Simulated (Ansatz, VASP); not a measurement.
# One calculation of Rh, two programs

File INCAR:

```
ALGO = Fast
EDIFF = 1E-7
ENCUT = 520
GGA = PE
ISIF = 2
ISMEAR = 0
LASPH = True
LCHARG = False
LREAL = False
LWAVE = False
NBANDS = 22
NELM = 60
PREC = Accurate
SIGMA = 0.15
```

KPOINTS

```
k-points
0
Gamma
  18 18 10
```

POSCAR

```
Rh
1.0
    2.8611000000      0.0000000000      0.0000000000
   -1.4305500000      2.4777852828      0.0000000000
    0.0000000000      0.0000000000      4.4553000000
Rh
2
Direct
    0.6666666667      0.3333333333      0.7500000000
    0.3333333333      0.6666666667      0.2500000000
```

Input for Ansatz:

```yaml
crystal:
  lattice:
    - [2.8611, 0.0, 0.0]
    - [-1.43055, 2.4777852828, 0.0]
    - [0.0, 0.0, 4.4553]
  atoms:
    - { symbol: Rh, position: [0.6666666667, 0.3333333333, 0.75] }
    - { symbol: Rh, position: [0.3333333333, 0.6666666667, 0.25] }
basis:
  ecutwfc: 420
kpoints:
  mp_grid: { grid: [18, 18, 10] }
hamiltonian:
  xc: pbe
  pseudopotentials: { kind: paw, azcp: { folder: soft_1 } }
scf:
  occupations: { method: gaussian, width: 0.15 }
output:
  forces: true
  stress: true
  eigenvalues: true
```

Alike in both runs: task single point; functional PBE; k mesh 18 × 18 × 10; occupations gaussian, width 0.15 eV; no spin polarisation.

```csv
,VASP,Ansatz
version,VASP 6.6.1,Ansatz 0.2.0
potentials or method,"VASP PAW PBE potentials, release 64 (Rh_pv), cutoff 520 eV","scalar-relativistic, plane waves, PAW"
valence electrons in the cell,30,34
```

```tsv
	VASP	Ansatz	Ansatz less VASP
gap on the k mesh at the Fermi level (eV)	none	none	-
pressure (GPa)	-20.9	-21.0	-0.04
traceless stress, the component that is largest in VASP (GPa)	2.91	2.90	-0.010
```

A gap of «none» marks a metal or a gap that the smearing closes. VASP's potentials hold 30 valence electrons a cell and Ansatz's 34, so a difference there can come from the potentials and not from the codes.
